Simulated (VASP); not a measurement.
# AlNi (Pm-3m) in VASP: single point with PBE

Aim: the single point of AlNi with PBE.

Everything below comes from runs of VASP 6.6.1. Logs are shortened: lines on timing, memory, paths and dates and some standing lists are left out, and cuts for length are marked.

### 1 The cell of the first run

Symmetry: Pm-3m, No. 221, cubic system. The conventional cell has a = 2.881 Å, b = 2.881 Å, c = 2.881 Å, α = 90.00°, β = 90.00°, γ = 90.00°. Within 3.3 Å of Al (site symmetry m-3m) lie 8 Ni at 2.50 Å and 6 Al at 2.88 Å. Within 3.3 Å of Ni (site symmetry m-3m) lie 8 Al at 2.50 Å and 6 Ni at 2.88 Å.

### 2 Single point, PBE, collinear spin, ferromagnetic start

Input file INCAR:

```
ALGO = Normal
EDIFF = 1E-7
ENCUT = 520
GGA = PE
ISIF = 2
ISMEAR = -1
ISPIN = 2
LASPH = T
LCHARG = F
LMAXMIX = 4
LORBIT = 11
LREAL = F
LWAVE = F
MAGMOM = 0 2
NBANDS = 18
NELM = 150
PREC = Accurate
SIGMA = 0.1
```

Input file KPOINTS:

```
k-points
0
Gamma
  11 11 11
```

Input file POSCAR:

```
AlNi
1.0
    2.8810000000      0.0000000000      0.0000000000
    0.0000000000      2.8810000000      0.0000000000
    0.0000000000      0.0000000000      2.8810000000
Al Ni
1 1
Direct
    0.0000000000      0.0000000000      0.0000000000
    0.5000000000      0.5000000000      0.5000000000
```

Potentials or basis: VASP PAW PBE potentials, release 64 (Al, Ni).

Run with:

```
cat potpaw_PBE.64/Al/POTCAR potpaw_PBE.64/Ni/POTCAR > POTCAR
mpirun -np 1 vasp_std > vasp.out
```

OUTCAR:

```text
EDIFF = 1E-7
   ENCUT = 520
   GGA = PE
   ISIF = 2
   ISMEAR = -1
   ISPIN = 2
   LASPH = T
   LORBIT = 11
   LREAL = F
   NELM = 150
   PREC = Accurate

 ion  position               nearest neighbor table
   1  0.000  0.000  0.000-   2 2.50   2 2.50   2 2.50   2 2.50   2 2.50   2 2.50   2 2.50   2 2.50

   2  0.500  0.500  0.500-   1 2.50   1 2.50   1 2.50   1 2.50   1 2.50   1 2.50   1 2.50   1 2.50

  LATTYP: Found a simple cubic cell.
 ALAT       =     2.8810000000

  Lattice vectors:

 A1 = (   2.8810000000,   0.0000000000,   0.0000000000)
 A2 = (   0.0000000000,   2.8810000000,   0.0000000000)
 A3 = (   0.0000000000,   0.0000000000,   2.8810000000)

Analysis of symmetry for initial positions (statically):
=====================================================================
 Subroutine PRICEL returns:
 Original cell was already a primitive cell.

 Routine SETGRP: Setting up the symmetry group for a
 simple cubic supercell.

 Subroutine GETGRP returns: Found 48 space group operations
 (whereof 48 operations were pure point group operations)
 out of a pool of 48 trial point group operations.

The static configuration has the point symmetry O_h .

Analysis of symmetry for dynamics (positions and initial velocities):
=====================================================================
 Subroutine PRICEL returns:
 Original cell was already a primitive cell.

 Routine SETGRP: Setting up the symmetry group for a
 simple cubic supercell.

 Subroutine GETGRP returns: Found 48 space group operations
 (whereof 48 operations were pure point group operations)
 out of a pool of 48 trial point group operations.

The dynamic configuration has the point symmetry O_h .

Analysis of structural, dynamic, and magnetic symmetry:
=====================================================================
 Subroutine PRICEL returns:
 Original cell was already a primitive cell.

 Routine SETGRP: Setting up the symmetry group for a
 simple cubic supercell.

 Subroutine GETGRP returns: Found 48 space group operations
 (whereof 48 operations were pure point group operations)
 out of a pool of 48 trial point group operations.

The overall configuration has the point symmetry O_h .

 Subroutine INISYM returns: Found 48 space group operations
 (whereof 48 operations are pure point group operations),
 and found     1 'primitive' translations

----------------------------------------------------------------------------------------

                                     Primitive cell

  volume of cell :      23.9128
[... 107 lines left out ...]
   IMIX   =      4    mixing-type and parameters
     AMIX     =   0.40;   BMIX     =  1.00
     AMIX_MAG =   1.60;   BMIX_MAG =  1.00
  volume/ion in A,a.u.               =      11.96        80.69
  Fermi-wavevector in a.u.,A,eV,Ry     =   1.336122  2.524904 24.289410  1.785221
  Thomas-Fermi vector in A             =   2.464773
   LORBIT       =     11    0 simple, 1 ext, 2 COOP (PROOUT), +10 PAW based schemes
   GGA     = PE    functional components
   LHFCALC =     F    Hartree Fock is set to
   AEXX    =    0.0000 exact exchange contribution
   IVDW    =     0    specifies the selected vdW correction
   LEPSILON=     F    determine dielectric tensor
   LRPA    =     F    only Hartree local field effects (RPA)
 spin polarized calculation
  energy-cutoff  :      520.00
  volume of cell :       23.91
 maximum number of plane-waves:       659
 NGX is ok and might be reduce to    24
   NGX = 11   NGY = 11   NGZ = 11

 number of electron      13.0000015 magnetization      -0.0000991

 number of electron      13.0000015 magnetization       0.0001092

 Free energy of the ion-electron system (eV)
  ---------------------------------------------------
  ext. energy  EPLUGINS =         0.00000000
  ---------------------------------------------------
  free energy    TOTEN  =       -10.54922865 eV

  energy without entropy =      -10.51838050  energy(sigma->0) =      -10.53380458

 E-fermi :  10.0254     XC(G=0): -12.0482

 val. band max:       10.0232400016   @ k =   0.3636   0.2727   0.0909
 cond. band min:      10.0512531424   @ k =   0.4545   0.3636   0.2727
 fundamental gap:      0.0280131408
 Fermi energy:        10.0254432582

 spin component 1

 k-point     1 :       0.0000    0.0000    0.0000
  band No.  band energies     occupation
      1      -1.1116      1.00000
      2       6.7992      1.00000
      3       6.7992      1.00000
      4       8.4836      1.00000
      5       8.4836      1.00000
      6       8.4836      1.00000
[... 493 lines left out ...]
     17      31.0444      0.00000
     18      35.5185      0.00000

 [... further k-points ...]

 spin component 2

 k-point     1 :       0.0000    0.0000    0.0000
  band No.  band energies     occupation
      1      -1.1116      1.00000
      2       6.7993      1.00000
      3       6.7993      1.00000
      4       8.4837      1.00000
      5       8.4837      1.00000
      6       8.4837      1.00000
[... 493 lines left out ...]
     17      31.0443      0.00000
     18      35.5185      0.00000

 [... further k-points ...]
[... 5 lines left out ...]
  --------------------------------------------------------------------------------------
  -------------------------------------------------------------------------------------
  Total        0.3343306      0.3343306      0.3343306      0.0000000      0.0000000     -0.0000000
  in kB       22.4004583     22.4004583     22.4004583      0.0000000      0.0000000     -0.0000000
  external PRESSURE =      22.4004583 kB  Pullay stress =       0.0000000 kB

 VOLUME and BASIS-vectors are now :
 -----------------------------------------------------------------------------
  energy-cutoff  :      520.00
  volume of cell :       23.91
      direct lattice vectors                 reciprocal lattice vectors
     2.881000000  0.000000000  0.000000000     0.347101701  0.000000000  0.000000000
     0.000000000  2.881000000  0.000000000     0.000000000  0.347101701  0.000000000
     0.000000000  0.000000000  2.881000000     0.000000000  0.000000000  0.347101701

 POSITION                                       TOTAL-FORCE (eV/Angst)
 -----------------------------------------------------------------------------------
      0.00000      0.00000      0.00000         0.000000      0.000000      0.000000
      1.44050      1.44050      1.44050         0.000000      0.000000      0.000000
 -----------------------------------------------------------------------------------
    total drift:                                0.000000      0.000000     -0.000000

  FREE ENERGIE OF THE ION-ELECTRON SYSTEM (eV)
  ---------------------------------------------------
  free  energy   TOTEN  =       -10.5492286521 eV

  energy  without entropy=      -10.5183805005  energy(sigma->0) =      -10.53380458

 total charge

# of ion       s       p       d       tot
------------------------------------------
    1        0.384   0.414   0.000   0.799
    2        0.475   0.515   8.474   9.465
--------------------------------------------------
tot          0.860   0.929   8.474  10.263

 magnetization (x)

# of ion       s       p       d       tot
------------------------------------------
    1       -0.000   0.000   0.000  -0.000
    2        0.000   0.000   0.000   0.000
--------------------------------------------------
tot          0.000   0.000   0.000   0.000
```

OSZICAR:

```text
N       E                     dE             d eps       ncg     rms          rms(c)
DAV:   1     0.468120922584E+02    0.46812E+02   -0.50137E+03  4112   0.759E+02
DAV:   2    -0.908577627127E+01   -0.55898E+02   -0.49115E+02  4364   0.163E+02
DAV:   3    -0.116912309906E+02   -0.26055E+01   -0.25614E+01  4824   0.366E+01
DAV:   4    -0.117239384877E+02   -0.32707E-01   -0.32677E-01  4718   0.362E+00
DAV:   5    -0.117246637031E+02   -0.72522E-03   -0.72515E-03  4816   0.589E-01    0.142E+01
DAV:   6    -0.144777954826E+02   -0.27531E+01   -0.45219E+01  4606   0.800E+01    0.180E+01
DAV:   7    -0.105730659015E+02    0.39047E+01   -0.13779E+01  4582   0.468E+01    0.192E+00
DAV:   8    -0.105610764411E+02    0.11989E-01   -0.43019E-01  5242   0.632E+00    0.117E+00
DAV:   9    -0.105486145653E+02    0.12462E-01   -0.52810E-02  4868   0.204E+00    0.693E-01
DAV:  10    -0.105491689574E+02   -0.55439E-03   -0.17277E-03  5372   0.414E-01    0.250E-01
DAV:  11    -0.105491364108E+02    0.32547E-04   -0.28748E-03  5218   0.461E-01    0.101E-01
DAV:  12    -0.105492314685E+02   -0.95058E-04   -0.28484E-04  5208   0.161E-01    0.362E-02
DAV:  13    -0.105492293458E+02    0.21226E-05   -0.13442E-05  5050   0.325E-02    0.226E-02
DAV:  14    -0.105492288417E+02    0.50415E-06   -0.22159E-06  4654   0.155E-02    0.432E-03
DAV:  15    -0.105492286994E+02    0.14233E-06   -0.76260E-08  2882   0.240E-03    0.210E-03
DAV:  16    -0.105492286521E+02    0.47226E-07   -0.28019E-08  2182   0.191E-03
   1 F= -.10549229E+02 E0= -.10533805E+02  d E =-.308482E-01  mag=    -0.0000
```

Wall time 45 s (1 thread of AMD EPYC 7R13 (Zen 3), shared host); peak memory 0.14 GiB.

What came out:

```yaml
Free_energy: -10.5492 eV
Pressure: 2.2 GPa
Net_moment: 0.00 μB per cell
Valence_electrons_inside_the_program's_atomic_spheres: Al 0.80; Ni 9.46
```

Caveat: the starting moments collapsed, and a magnetic state may lie lower.
